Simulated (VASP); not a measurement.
Set up this calculation in VASP 6.6.1, as the native input.

- Task: single point
- Functional: r2SCAN
- Potentials or basis: VASP PAW PBE potentials, release 64 (Hf_pv, C)
- Cutoff: 520 eV
- k mesh: 8 × 8 × 5
- Occupations: fermi-dirac, width 0.1 eV
- Spin: no spin polarisation
- Dipole correction: no
- Further INCAR settings: ALGO = Normal; EDIFF = 1e-07; NBANDS = 22

Crystal: HfC.

```
Hf C
1.0
     3.37232    0.00000    0.00000
    -1.68616    2.92051    0.00000
     0.00000    0.00000    5.24856
Hf C
2 2
Direct
  0.66667 0.33333 0.75000
  0.33333 0.66667 0.25000
  0.00000 0.00000 0.00000
  0.00000 0.00000 0.50000
```

The input as run:

POSCAR

```
HfC
1.0
    3.3723200815      0.0000000000      0.0000000000
   -1.6861600408      2.9205149839      0.0000000000
    0.0000000000      0.0000000000      5.2485552519
Hf C
2 2
Direct
    0.6666666667      0.3333333333      0.7500000000
    0.3333333333      0.6666666667      0.2500000000
    0.0000000000      0.0000000000      0.0000000000
    0.0000000000      0.0000000000      0.5000000000
```

INCAR.step1

```
PREC = Accurate
ENCUT = 520
ISMEAR = -1
SIGMA = 0.1
LREAL = F
LASPH = T
NELM = 100
NBANDS = 22
GGA = PE
ALGO = Normal
EDIFF = 1E-4
LWAVE = T
LCHARG = F
```

INCAR.step2

```
PREC = Accurate
ENCUT = 520
EDIFF = 1E-7
ISMEAR = -1
SIGMA = 0.1
LREAL = F
LASPH = T
NELM = 100
ALGO = Normal
ISIF = 2
LWAVE = F
LCHARG = T
METAGGA = R2SCAN
LMIXTAU = T
LELF = T
LVHAR = T
NBANDS = 22
ISTART = 1
```

KPOINTS

```
Automatic mesh
0
Gamma
  8 8 5
```

Potentials or basis: VASP PAW PBE potentials, release 64 (Hf_pv, C).

The run is started by

```console
$ cat potpaw_PBE.64/Hf_pv/POTCAR potpaw_PBE.64/C/POTCAR > POTCAR
$ cp INCAR.step1 INCAR
$ mpirun -np 1 vasp_std > vasp.out
$ cp INCAR.step2 INCAR
$ mpirun -np 1 vasp_std > vasp.out
```

Results of the run:

```
Pressure               : -9.6 GPa
Band gap on the k mesh : zero (band 14 reaches 7.44 eV, above the bottom of band 15 at 6.11 eV)
```

Caveat: the PAW data sets were made with another functional, which shifts forces and pressure a little; spin-orbit coupling is left out, which moves the levels of the heavy elements.

It took 76 s on 1 thread of Intel(R) Xeon(R) 6975P-C (Granite Rapids), with other jobs on the host, peak memory 0.19 GiB.
